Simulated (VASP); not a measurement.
# TaN (I4mm) in VASP: further runs

The runs below take TaN through single point, with PBE.

Program: VASP 6.6.1. These are calculated values, not measurements. Logs are shortened: lines on timing, memory, paths and dates and some standing lists are left out, and cuts for length are marked.

**1. The cell of the first run**

The structure is tetragonal, space group I4mm (No. 107). The conventional cell has a = 3.082 Å, b = 3.082 Å, c = 4.358 Å, α = 90.00°, β = 90.00°, γ = 90.00°. Within 2.8 Å of Ta (site symmetry 4mm) lie 6 N at 2.08 to 2.28 Å. Within 2.8 Å of N (site symmetry 4mm) lie 6 Ta at 2.08 to 2.28 Å.

**2. Single point, PBE (all Ta atoms moved -0.100 Å, as atom 1 along Cartesian [0 0 1])**

Contents of INCAR:

```
  PREC = Accurate
  ENCUT = 520
  EDIFF = 1E-6
  ISMEAR = 0
  SIGMA = 0.15
  LREAL = F
  LASPH = T
  NELM = 100
  ALGO = Normal
  ISIF = 2
  LWAVE = F
  LCHARG = F
  GGA = PE
  NBANDS = 15
```

Contents of KPOINTS:

```
Automatic mesh
0
Gamma
  18 18 18
```

Contents of POSCAR:

```
TaN
1.0
    0.0000000000      2.1790000000      2.1790000000
    2.1790000000      0.0000000000      2.1790000000
    2.1790000000      2.1790000000      0.0000000000
Ta N
1 1
Direct
    0.4770536944      0.4770536944      0.5229463056
    0.0000000000      0.0000000000      0.0000000000
```

Potentials or basis: VASP PAW PBE potentials, release 64 (Ta_pv, N).

Launch:

```bash
cat potpaw_PBE.64/Ta_pv/POTCAR potpaw_PBE.64/N/POTCAR > POTCAR
mpirun -np 1 vasp_std > vasp.out
```

OUTCAR:

```text
PREC = Accurate
   ENCUT = 520
   EDIFF = 1E-6
   ISMEAR = 0
   LREAL = F
   LASPH = T
   NELM = 100
   ISIF = 2
   GGA = PE

 ion  position               nearest neighbor table
   1  0.477  0.477  0.523-   2 2.08   2 2.18   2 2.18   2 2.18   2 2.18   2 2.28
   2  0.000  0.000  0.000-   1 2.08   1 2.18   1 2.18   1 2.18   1 2.18   1 2.28

  LATTYP: Found a face centered cubic cell.
 ALAT       =     4.3580000000

  Lattice vectors:

 A1 = (   0.0000000000,   2.1790000000,   2.1790000000)
 A2 = (   2.1790000000,   0.0000000000,   2.1790000000)
 A3 = (   2.1790000000,   2.1790000000,   0.0000000000)

Analysis of symmetry for initial positions (statically):
=====================================================================
 Subroutine PRICEL returns:
 Original cell was already a primitive cell.

 Routine SETGRP: Setting up the symmetry group for a
 face centered cubic supercell.

 Subroutine GETGRP returns: Found  8 space group operations
 (whereof  8 operations were pure point group operations)
 out of a pool of 48 trial point group operations.

The static configuration has the point symmetry C_4v.

Analysis of symmetry for dynamics (positions and initial velocities):
=====================================================================
 Subroutine PRICEL returns:
 Original cell was already a primitive cell.

 Routine SETGRP: Setting up the symmetry group for a
 face centered cubic supercell.

 Subroutine GETGRP returns: Found  8 space group operations
 (whereof  8 operations were pure point group operations)
 out of a pool of 48 trial point group operations.

The dynamic configuration has the point symmetry C_4v.

 Subroutine INISYM returns: Found  8 space group operations
 (whereof  8 operations are pure point group operations),
 and found     1 'primitive' translations

----------------------------------------------------------------------------------------

                                     Primitive cell

  volume of cell :      20.6920

  direct lattice vectors                    reciprocal lattice vectors
     0.000000000  2.179000000  2.179000000    -0.229463056  0.229463056  0.229463056
     2.179000000  0.000000000  2.179000000     0.229463056 -0.229463056  0.229463056
     2.179000000  2.179000000  0.000000000     0.229463056  0.229463056 -0.229463056

  length of vectors
     3.081571352  3.081571352  3.081571352     0.397441672  0.397441672  0.397441672

  position of ions in fractional coordinates (direct lattice)
     0.477053694  0.477053694  0.522946306
     0.000000000  0.000000000  0.000000000
[... 82 lines left out ...]
   NFREE  =      0    steps in history (QN), initial steepest desc. (CG)
   ISIF   =      2    stress and relaxation
   ISYM   =      2    0-nonsym 1-usesym 2-fastsym
   POTIM  = 0.5000    time-step for ionic-motion
   TEBEG  =    0.0;   TEEND  =   0.0 temperature during run
   PSTRESS=    0.0 pullay stress
   NELECT =      16.0000    total number of electrons
   NUPDOWN=      -1.0000    fix difference up-down
   EMIN   =  10.00;   EMAX   =-10.00  energy-range for DOS
   EFERMI =   0.00;   METHOD = LEGACY
   ISMEAR =     0;   SIGMA  =   0.15  broadening in eV -4-tet -1-fermi 0-gaus
   EFERMI_NEDOS =   21; number of points for ismear=-14 and -15
   IALGO  =     38    algorithm
   IMIX   =      4    mixing-type and parameters
     AMIX     =   0.40;   BMIX     =  1.00
     AMIX_MAG =   1.60;   BMIX_MAG =  1.00
  volume/ion in A,a.u.               =      10.35        69.82
  Fermi-wavevector in a.u.,A,eV,Ry     =   1.502615  2.839530 30.719922  2.257851
  Thomas-Fermi vector in A             =   2.613832
   LORBIT       =      0    0 simple, 1 ext, 2 COOP (PROOUT), +10 PAW based schemes
   GGA     = PE    functional components
   LHFCALC =     F    Hartree Fock is set to
   AEXX    =    0.0000 exact exchange contribution
   IVDW    =     0    specifies the selected vdW correction
   LEPSILON=     F    determine dielectric tensor
   LRPA    =     F    only Hartree local field effects (RPA)
 non-spin polarized calculation
 Gauss-broadening in eV      SIGMA  =   0.15
  energy-cutoff  :      520.00
  volume of cell :       20.69
 maximum number of plane-waves:       568
   NGX = 11   NGY = 11   NGZ = 11

 number of electron      16.0000000 magnetization

 Free energy of the ion-electron system (eV)
  ---------------------------------------------------
  ext. energy  EPLUGINS =         0.00000000
  ---------------------------------------------------
  free energy    TOTEN  =       -21.74250660 eV

  energy without entropy =      -21.73364944  energy(sigma->0) =      -21.73807802

 E-fermi :   9.8448     XC(G=0): -13.5844

 val. band max:        9.8420399345   @ k =   0.2778   0.0556   0.0000
 cond. band min:       9.8475853130   @ k =   0.3333   0.0000   0.0000
 fundamental gap:      0.0055453785
 Fermi energy:         9.8448482336

 k-point     1 :       0.0000    0.0000    0.0000
  band No.  band energies     occupation
      1     -25.8583      2.00000
      2     -25.8475      2.00000
      3     -25.8475      2.00000
      4      -9.2317      2.00000
      5       5.6735      2.00000
      6       5.6735      2.00000
      7       5.7174      2.00000
      8       7.6888      2.00000
      9       7.9883      2.00000
     10       7.9883      2.00000
     11       9.9429      0.35536
     12      10.2607      0.00009
     13      11.5862      0.00000
     14      19.2443      0.00000
[... 401 lines left out ...]
      2     -25.9471      2.00000
      3     -25.9323      2.00000
      4      -6.7293      2.00000
      5       0.1828      2.00000
      6       2.3769      2.00000
      7       2.6372      2.00000
      8       9.7958      1.35639
      9      11.1673      0.00000
     10      11.3294      0.00000
     11      14.8634      0.00000
     12      15.9185      0.00000
     13      16.9001      0.00000
     14      21.8297      0.00000
     15      22.3510      0.00000

 [... further k-points ...]
[... 5 lines left out ...]
  --------------------------------------------------------------------------------------
  -------------------------------------------------------------------------------------
  Total        2.0039224      2.0039224      2.7175709      0.0000000     -0.0000000      0.0000000
  in kB      155.1635836    155.1635836    210.4213360      0.0000000     -0.0000000      0.0000000
  external PRESSURE =     173.5828344 kB  Pullay stress =       0.0000000 kB

 VOLUME and BASIS-vectors are now :
 -----------------------------------------------------------------------------
  energy-cutoff  :      520.00
  volume of cell :       20.69
      direct lattice vectors                 reciprocal lattice vectors
     0.000000000  2.179000000  2.179000000    -0.229463056  0.229463056  0.229463056
     2.179000000  0.000000000  2.179000000     0.229463056 -0.229463056  0.229463056
     2.179000000  2.179000000  0.000000000     0.229463056  0.229463056 -0.229463056

 POSITION                                       TOTAL-FORCE (eV/Angst)
 -----------------------------------------------------------------------------------
      2.17900      2.17900      2.07900         0.000000      0.000000      0.982946
      0.00000      0.00000      0.00000         0.000000      0.000000     -0.982946
 -----------------------------------------------------------------------------------
    total drift:                                0.000000      0.000000     -0.000037

  FREE ENERGIE OF THE ION-ELECTRON SYSTEM (eV)
  ---------------------------------------------------
  free  energy   TOTEN  =       -21.7425065958 eV

  energy  without entropy=      -21.7336494431  energy(sigma->0) =      -21.73807802
```

OSZICAR:

```text
N       E                     dE             d eps       ncg     rms          rms(c)
DAV:   1     0.895614688065E+02    0.89561E+02   -0.87936E+03 14408   0.114E+03
DAV:   2    -0.220263103102E+02   -0.11159E+03   -0.10520E+03 17704   0.305E+02
DAV:   3    -0.247602542607E+02   -0.27339E+01   -0.27135E+01 16038   0.447E+01
DAV:   4    -0.247708252461E+02   -0.10571E-01   -0.10566E-01 18847   0.295E+00
DAV:   5    -0.247708918477E+02   -0.66602E-04   -0.66598E-04 16325   0.209E-01    0.258E+01
DAV:   6    -0.218187332132E+02    0.29522E+01   -0.54488E+00 17718   0.266E+01    0.108E+01
DAV:   7    -0.217747968521E+02    0.43936E-01   -0.57282E-01 16430   0.606E+00    0.741E+00
DAV:   8    -0.217495689924E+02    0.25228E-01   -0.13191E-01 17186   0.307E+00    0.175E+00
DAV:   9    -0.217425851866E+02    0.69838E-02   -0.19007E-02 16458   0.113E+00    0.303E-01
DAV:  10    -0.217425560740E+02    0.29113E-04   -0.14497E-03 16787   0.410E-01    0.522E-02
DAV:  11    -0.217425074405E+02    0.48634E-04   -0.10345E-04 16395   0.121E-01    0.237E-02
DAV:  12    -0.217425065958E+02    0.84467E-06   -0.89189E-06 16682   0.290E-02
   1 F= -.21742507E+02 E0= -.21738078E+02  d E =-.885715E-02
```

stdout:

```text
POSCAR found type information on POSCAR TaN
 POSCAR found :  2 types and       2 ions
 scaLAPACK will be used
 LDA part: xc-table for (Slater+PW92), standard interpolation
 POSCAR, INCAR and KPOINTS ok, starting setup
 FFT: planning ... GRIDC
 FFT: planning ... GRID_SOFT
 FFT: planning ... GRID
 WAVECAR not read
 entering main loop
```

Wall time 1.7 min (1 thread of Intel Xeon Platinum 8259CL at 2.50GHz (Skylake/Cascade Lake), shared host); peak memory 0.26 GiB.

What came out:

- Free energy: -21.7425 eV
- Pressure: 17.4 GPa
- Largest force: 0.983 eV/Å
- Band gap on the k mesh: zero (band 8 reaches 11.79 eV, above the bottom of band 9 at 7.95 eV)

Forces in eV/Å, atoms in the order of the input:
```
Ta   0.000  0.000  0.983
N    0.000  0.000 -0.983
```

Caveat: the cell differs from its parent crystal (all Ta atoms moved -0.100 Å, as atom 1 along Cartesian [0 0 1]); spin-orbit coupling is left out, which moves the levels of the heavy elements.

**3. Single point, PBE (all Ta atoms moved +0.075 Å, as atom 1 along Cartesian [0 0 1])**

Contents of INCAR:

```
SYSTEM = TaN
PREC = Accurate ; ENCUT = 520
EDIFF = 1E-6 ; ISMEAR = 0
SIGMA = 0.15 ; LREAL = .FALSE.
LASPH = .TRUE. ; NELM = 100
ALGO = Normal ; ISIF = 2
LWAVE = .FALSE. ; LCHARG = .FALSE.
GGA = PE ; NBANDS = 15
```

Contents of KPOINTS:

```
regular mesh
0
G
  18 18 18
  0 0 0
```

Edit POSCAR of step 2 so:

```diff
@@ -8,3 +8,3 @@
 Direct
-    0.4770536944      0.4770536944      0.5229463056
+    0.5172097292      0.5172097292      0.4827902708
     0.0000000000      0.0000000000      0.0000000000
```

Potentials or basis: VASP PAW PBE potentials, release 64 (Ta_pv, N).

Launch:

```bash
cat potpaw_PBE.64/Ta_pv/POTCAR potpaw_PBE.64/N/POTCAR > POTCAR
mpirun -np 1 vasp_std > vasp.out
```

Run time: 91 s. Hardware: 1 thread of Intel Xeon Platinum 8259CL at 2.50GHz (Skylake/Cascade Lake), shared host; peak memory 0.27 GiB.

It converged, with:

```yaml
Free_energy: -21.7636 eV
Pressure: 16.5 GPa
Largest_force: 0.711 eV/Å
Band_gap_on_the_k_mesh: zero (band 8 reaches 11.81 eV, above the bottom of band 9 at 7.86 eV)
```

Forces in eV/Å, atoms in the order of the input:
```
Ta   0.000  0.000 -0.711
N    0.000  0.000  0.711
```

Stress tensor (GPa, compression positive):
```
15.51  0.00  0.00
 0.00 15.51  0.00
 0.00  0.00 18.63
```

Levels at points of the mesh, in eV from the Fermi level:
| k point | band 5 | band 6 | band 7 | band 8 | band 9 | band 10 | band 11 | band 12 |
| --- | --- | --- | --- | --- | --- | --- | --- | --- |
| (0.00, 0.00, 0.00) | -4.07 | -4.07 | -4.04 | -2.17 | -1.99 | -1.99 | 0.08 | 0.27 |
| (0.50, 0.00, 0.00) | -10.59 | -7.77 | -7.76 | 1.96 | 2.01 | 2.07 | 3.89 | 7.71 |
| (0.50, 0.50, 0.00) | -6.68 | -5.65 | -4.71 | -4.71 | 2.22 | 3.71 | 3.71 | 4.75 |
| (0.00, 0.50, 0.50) | -6.70 | -5.95 | -4.73 | -4.39 | 2.26 | 3.71 | 3.71 | 4.79 |

Caveat: the cell differs from its parent crystal (all Ta atoms moved +0.075 Å, as atom 1 along Cartesian [0 0 1]); spin-orbit coupling is left out, which moves the levels of the heavy elements.

(Part 1 of 2 ends here.)
